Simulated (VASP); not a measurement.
# Ta3N (P-3m1) in VASP: notebook

Ta3N is run at these levels: PBEsol; tasks: single point.

Everything below comes from runs of VASP 6.6.1. Logs are shortened: lines on timing, memory, paths and dates and some standing lists are left out, and cuts for length are marked.

### 1 The cell of the first run

Symmetry: P-3m1, No. 164, trigonal system. The conventional cell has a = 2.970 Å, b = 2.970 Å, c = 7.371 Å, α = 90.00°, β = 90.00°, γ = 120.00°. Within 2.8 Å of Ta (site symmetry 3m) lie 3 N at 2.14 Å. Ta (site symmetry -3m) has 12 Ta at 2.95 to 2.97 Å and 2 N at 3.69 Å within 3.9 Å. Within 2.8 Å of N (site symmetry -3m) lie 6 Ta at 2.14 Å.

### 2 Single point, PBEsol

File INCAR:

```
ALGO = Normal
EDIFF = 1E-7
ENCUT = 520
GGA = PS
ISIF = 2
ISMEAR = -1
LASPH = True
LCHARG = False
LREAL = False
LWAVE = False
NBANDS = 27
NELM = 80
PREC = Accurate
SIGMA = 0.05
```

File KPOINTS:

```
k-points
0
Gamma
  10 10 4
```

File POSCAR:

```
Ta3N
1.0
    2.9703244971      0.0000000000      0.0000000000
   -1.4851622486      2.5723764720      0.0000000000
    0.0000000000      0.0000000000      7.3705400853
Ta N
3 1
Direct
    0.6666666667      0.3333333333      0.8260700000
    0.3333333333      0.6666666667      0.1739300000
    0.0000000000      0.0000000000      0.5000000000
    0.0000000000      0.0000000000      0.0000000000
```

Potentials or basis: VASP PAW PBE potentials, release 64 (Ta_pv, N).

Launch:

```console
$ cat potpaw_PBE.64/Ta_pv/POTCAR potpaw_PBE.64/N/POTCAR > POTCAR
$ mpirun -np 1 vasp_std > vasp.out
```

OUTCAR:

```text
EDIFF = 1E-7
   ENCUT = 520
   GGA = PS
   ISIF = 2
   ISMEAR = -1
   LASPH = True
   LREAL = False
   NELM = 80
   PREC = Accurate

 ion  position               nearest neighbor table
   1  0.667  0.333  0.826-   4 2.14   4 2.14   4 2.14   3 2.95   3 2.95   3 2.95   2 3.08   2 3.08
                             2 3.08
   2  0.333  0.667  0.174-   4 2.14   4 2.14   4 2.14   3 2.95   3 2.95   3 2.95   1 3.08   1 3.08
                             1 3.08
   3  0.000  0.000  0.500-   1 2.95   2 2.95   1 2.95   2 2.95   1 2.95   2 2.95
   4  0.000  0.000  0.000-   1 2.14   2 2.14   1 2.14   2 2.14   1 2.14   2 2.14

  LATTYP: Found a hexagonal cell.
 ALAT       =     2.9703244971
 C/A-ratio  =     2.4813922157

  Lattice vectors:

 A1 = (   2.9703244971,   0.0000000000,   0.0000000000)
 A2 = (  -1.4851622486,   2.5723764720,   0.0000000000)
 A3 = (   0.0000000000,   0.0000000000,   7.3705400853)

Analysis of symmetry for initial positions (statically):
=====================================================================
 Subroutine PRICEL returns:
 Original cell was already a primitive cell.

 Routine SETGRP: Setting up the symmetry group for a
 hexagonal supercell.

 Subroutine GETGRP returns: Found 12 space group operations
 (whereof 12 operations were pure point group operations)
 out of a pool of 24 trial point group operations.

The static configuration has the point symmetry D_3d.

Analysis of symmetry for dynamics (positions and initial velocities):
=====================================================================
 Subroutine PRICEL returns:
 Original cell was already a primitive cell.

 Routine SETGRP: Setting up the symmetry group for a
 hexagonal supercell.

 Subroutine GETGRP returns: Found 12 space group operations
 (whereof 12 operations were pure point group operations)
 out of a pool of 24 trial point group operations.

The dynamic configuration has the point symmetry D_3d.

 Subroutine INISYM returns: Found 12 space group operations
 (whereof 12 operations are pure point group operations),
 and found     1 'primitive' translations

----------------------------------------------------------------------------------------

                                     Primitive cell

  volume of cell :      56.3168

  direct lattice vectors                    reciprocal lattice vectors
     2.970324497  0.000000000  0.000000000     0.336663553  0.194372793  0.000000000
    -1.485162249  2.572376472  0.000000000     0.000000000  0.388745586  0.000000000
     0.000000000  0.000000000  7.370540085     0.000000000  0.000000000  0.135675268

  length of vectors
     2.970324497  2.970324497  7.370540085     0.388745586  0.388745586  0.135675268

  position of ions in fractional coordinates (direct lattice)
     0.666666667  0.333333333  0.826070000
     0.333333333  0.666666667  0.173930000
     0.000000000  0.000000000  0.500000000
     0.000000000  0.000000000  0.000000000

  ion indices of the primitive-cell ions
   primitive index   ion index
                 1           1
                 2           2
                 3           3
                 4           4

----------------------------------------------------------------------------------------

 KPOINTS: k-points

Automatic generation of k-mesh.
 Grid dimensions read from file:
 generate k-points for:   10   10    4

 Generating k-lattice:

  Cartesian coordinates                     Fractional coordinates (reciprocal lattice)
     0.033666355  0.019437279  0.000000000     0.100000000  0.000000000  0.000000000
     0.000000000  0.038874559  0.000000000     0.000000000  0.100000000  0.000000000
     0.000000000  0.000000000  0.033918817     0.000000000  0.000000000  0.250000000

  Length of vectors
     0.038874559  0.038874559  0.033918817

  Shift w.r.t. Gamma in fractional coordinates (k-lattice)
     0.000000000  0.000000000  0.000000000

 Subroutine IBZKPT returns following result:
 ===========================================

 Found     50 irreducible k-points:

 Following reciprocal coordinates:
            Coordinates               Weight
  0.000000  0.000000  0.000000      1.000000
  0.100000  0.000000  0.000000      6.000000
  0.200000  0.000000  0.000000      6.000000
  0.300000  0.000000  0.000000      6.000000
  0.400000  0.000000  0.000000      6.000000
  0.500000  0.000000  0.000000      3.000000
[... 16 lines left out ...]
  0.000000  0.400000  0.250000      6.000000
  0.500000  0.000000  0.250000      6.000000
 [... further k-points ...]
   k-points           NKPTS =     50   k-points in BZ     NKDIM =     50   number of bands    NBANDS=     27
   number of dos      NEDOS =    301   number of ions     NIONS =      4
   total plane-waves  NPLWV =  32256
   dimension x,y,z NGX =    24 NGY =   24 NGZ =   56
   dimension x,y,z NGXF=    48 NGYF=   48 NGZF=  112
   ions per type =               3   1
   NGX,Y,Z   is equivalent  to a cutoff of  13.43, 13.43, 12.63 a.u.
   NGXF,Y,Z  is equivalent  to a cutoff of  26.87, 26.87, 25.26 a.u.
 SYSTEM =  unknown system
   PREC   = accura    normal or accurate (medium, high low for compatibility)
   ISTART =      0    job   : 0-new  1-cont  2-samecut
   ICHARG =      2    charge: 1-file 2-atom 10-const
   ISPIN  =      1    spin polarized calculation?
   LNONCOLLINEAR =      F non collinear calculations
   LSORBIT =      F    spin-orbit coupling
   LASPH  =      T    aspherical Exc in radial PAW
   ENCUT  =  520.0 eV  38.22 Ry    6.18 a.u.   5.52  5.52 13.70*2*pi/ulx,y,z
   NELM   =     80;   NELMIN=  2; NELMDL= -5     # of ELM steps
   EDIFF  = 0.1E-06   stopping-criterion for ELM
   LREAL  =      F    real-space projection
   EDIFFG = 0.1E-05   stopping-criterion for IOM
   NSW    =      0    number of steps for IOM
   IBRION =     -1    ionic relax: 0-MD 1-quasi-New 2-CG
   NFREE  =      0    steps in history (QN), initial steepest desc. (CG)
   ISIF   =      2    stress and relaxation
   ISYM   =      2    0-nonsym 1-usesym 2-fastsym
   POTIM  = 0.5000    time-step for ionic-motion
   TEBEG  =    0.0;   TEEND  =   0.0 temperature during run
   PSTRESS=    0.0 pullay stress
   NELECT =      38.0000    total number of electrons
   NUPDOWN=      -1.0000    fix difference up-down
   EMIN   =  10.00;   EMAX   =-10.00  energy-range for DOS
   EFERMI =   0.00;   METHOD = LEGACY
   ISMEAR =    -1;   SIGMA  =   0.05  broadening in eV -4-tet -1-fermi 0-gaus
   EFERMI_NEDOS =   21; number of points for ismear=-14 and -15
   IALGO  =     38    algorithm
   IMIX   =      4    mixing-type and parameters
     AMIX     =   0.40;   BMIX     =  1.00
     AMIX_MAG =   1.60;   BMIX_MAG =  1.00
  volume/ion in A,a.u.               =      14.08        95.01
  Fermi-wavevector in a.u.,A,eV,Ry     =   1.435898  2.713453 28.052516  2.061802
  Thomas-Fermi vector in A             =   2.555145
   LORBIT       =      0    0 simple, 1 ext, 2 COOP (PROOUT), +10 PAW based schemes
   GGA     = PS    functional components
   LHFCALC =     F    Hartree Fock is set to
   AEXX    =    0.0000 exact exchange contribution
   IVDW    =     0    specifies the selected vdW correction
   LEPSILON=     F    determine dielectric tensor
   LRPA    =     F    only Hartree local field effects (RPA)
 non-spin polarized calculation
  energy-cutoff  :      520.00
  volume of cell :       56.32
 maximum number of plane-waves:      1545
 NGX is ok and might be reduce to    24
   NGX = 11   NGY = 11   NGZ = 27

 number of electron      37.9999999 magnetization

 Free energy of the ion-electron system (eV)
  ---------------------------------------------------
  ext. energy  EPLUGINS =         0.00000000
  ---------------------------------------------------
  free energy    TOTEN  =       -48.38618826 eV

  energy without entropy =      -48.36171946  energy(sigma->0) =      -48.37395386

 E-fermi :   7.0401     XC(G=0): -13.1336

 val. band max:        7.0328323122   @ k =   0.2000   0.0000   0.2500
 cond. band min:       7.0410580434   @ k =   0.2000   0.2000   0.0000
 fundamental gap:      0.0082257312
 Fermi energy:         7.0401372890

 k-point     1 :       0.0000    0.0000    0.0000
  band No.  band energies     occupation
      1     -28.0764      2.00000
      2     -27.7233      2.00000
      3     -27.2769      2.00000
      4     -27.2769      2.00000
      5     -27.2419      2.00000
      6     -27.2419      2.00000
[... 19 lines left out ...]
     26       9.4700      0.00000
     27      10.7397      0.00000

 k-point     2 :       0.1000    0.0000    0.0000
  band No.  band energies     occupation
      1     -28.0576      2.00000
      2     -27.7122      2.00000
      3     -27.3684      2.00000
      4     -27.3239      2.00000
      5     -27.3057      2.00000
      6     -27.2545      2.00000
[... 19 lines left out ...]
     26       9.9637      0.00000
     27      11.2275      0.00000

 k-point     3 :       0.2000    0.0000    0.0000
  band No.  band energies     occupation
      1     -28.0185      2.00000
      2     -27.7331      2.00000
      3     -27.5552      2.00000
      4     -27.5172      2.00000
      5     -27.3734      2.00000
      6     -27.2943      2.00000
[... 19 lines left out ...]
     26      10.7621      0.00000
     27      11.7817      0.00000

 k-point     4 :       0.3000    0.0000    0.0000
  band No.  band energies     occupation
      1     -28.0423      2.00000
      2     -27.9339      2.00000
      3     -27.7324      2.00000
      4     -27.5460      2.00000
      5     -27.4512      2.00000
      6     -27.3478      2.00000
[... 19 lines left out ...]
     26      11.4210      0.00000
     27      11.9906      0.00000

 k-point     5 :       0.4000    0.0000    0.0000
  band No.  band energies     occupation
      1     -28.1926      2.00000
      2     -28.1158      2.00000
      3     -27.7831      2.00000
      4     -27.5138      2.00000
      5     -27.5116      2.00000
      6     -27.3922      2.00000
[... 19 lines left out ...]
     26      12.0508      0.00000
     27      12.4746      0.00000

 k-point     6 :       0.5000    0.0000    0.0000
  band No.  band energies     occupation
      1     -28.2669      2.00000
      2     -28.1865      2.00000
      3     -27.7928      2.00000
      4     -27.5343      2.00000
      5     -27.4981      2.00000
      6     -27.4094      2.00000
[... 444 lines left out ...]
      1     -28.0487      2.00000
      2     -27.9478      2.00000
      3     -27.7322      2.00000
      4     -27.5099      2.00000
      5     -27.4492      2.00000
      6     -27.3501      2.00000
[... 19 lines left out ...]
     26      11.5641      0.00000
     27      12.1066      0.00000

 k-point    22 :       0.4000    0.0000    0.2500
  band No.  band energies     occupation
      1     -28.1999      2.00000
      2     -28.0881      2.00000
      3     -27.7494      2.00000
      4     -27.6120      2.00000
      5     -27.5062      2.00000
      6     -27.3988      2.00000
[... 19 lines left out ...]
     26      11.7834      0.00000
     27      11.8550      0.00000

 k-point    23 :       0.0000    0.4000    0.2500
  band No.  band energies     occupation
      1     -28.2123      2.00000
      2     -28.1010      2.00000
      3     -27.7702      2.00000
      4     -27.5192      2.00000
      5     -27.5079      2.00000
      6     -27.3967      2.00000
[... 19 lines left out ...]
     26      12.0890      0.00000
     27      12.6140      0.00000

 k-point    24 :       0.5000    0.0000    0.2500
  band No.  band energies     occupation
      1     -28.2853      2.00000
      2     -28.1646      2.00000
      3     -27.7573      2.00000
      4     -27.5607      2.00000
      5     -27.5294      2.00000
      6     -27.4153      2.00000
[... 19 lines left out ...]
     26      12.3171      0.00000
     27      13.1193      0.00000

 [... further k-points ...]
[... 5 lines left out ...]
  --------------------------------------------------------------------------------------
  -------------------------------------------------------------------------------------
  Total        2.9312724      2.9312724      3.3686154     -0.0000000      0.0000000      0.0000000
  in kB       83.3928899     83.3928899     95.8350277     -0.0000000      0.0000000      0.0000000
  external PRESSURE =      87.5402692 kB  Pullay stress =       0.0000000 kB

 VOLUME and BASIS-vectors are now :
 -----------------------------------------------------------------------------
  energy-cutoff  :      520.00
  volume of cell :       56.32
      direct lattice vectors                 reciprocal lattice vectors
     2.970324497  0.000000000  0.000000000     0.336663553  0.194372793  0.000000000
    -1.485162249  2.572376472  0.000000000     0.000000000  0.388745586  0.000000000
     0.000000000  0.000000000  7.370540085     0.000000000  0.000000000  0.135675268

 POSITION                                       TOTAL-FORCE (eV/Angst)
 -----------------------------------------------------------------------------------
      1.48516      0.85746      6.08858         0.000000      0.000000     -0.085992
     -0.00000      1.71492      1.28196        -0.000000      0.000000      0.085992
      0.00000      0.00000      3.68527        -0.000000      0.000000      0.000000
      0.00000      0.00000      0.00000        -0.000000      0.000000      0.000000
 -----------------------------------------------------------------------------------
    total drift:                                0.000000     -0.000000      0.000000

  FREE ENERGIE OF THE ION-ELECTRON SYSTEM (eV)
  ---------------------------------------------------
  free  energy   TOTEN  =       -48.3861882592 eV

  energy  without entropy=      -48.3617194628  energy(sigma->0) =      -48.37395386
```

Wall time 33 s (1 thread of Intel Xeon 6975P-C (Granite Rapids), shared host); peak memory 0.21 GiB.

Results:

* Free energy: -48.3862 eV
* Pressure: 8.8 GPa
* Largest force: 0.086 eV/Å
* Band gap on the k mesh: zero (band 19 reaches 7.55 eV, above the bottom of band 20 at 6.77 eV)

Forces on the atoms (eV/Å):
```
Ta   0.000  0.000 -0.086
Ta   0.000  0.000  0.086
Ta   0.000  0.000  0.000
N    0.000  0.000  0.000
```

Stress tensor (GPa, compression positive):
```
8.34 0.00 0.00
0.00 8.34 0.00
0.00 0.00 9.58
```

Caveat: the PAW data sets were made with another functional, which shifts forces and pressure a little; spin-orbit coupling is left out, which moves the levels of the heavy elements.

(Part 1 of 2 ends here.)
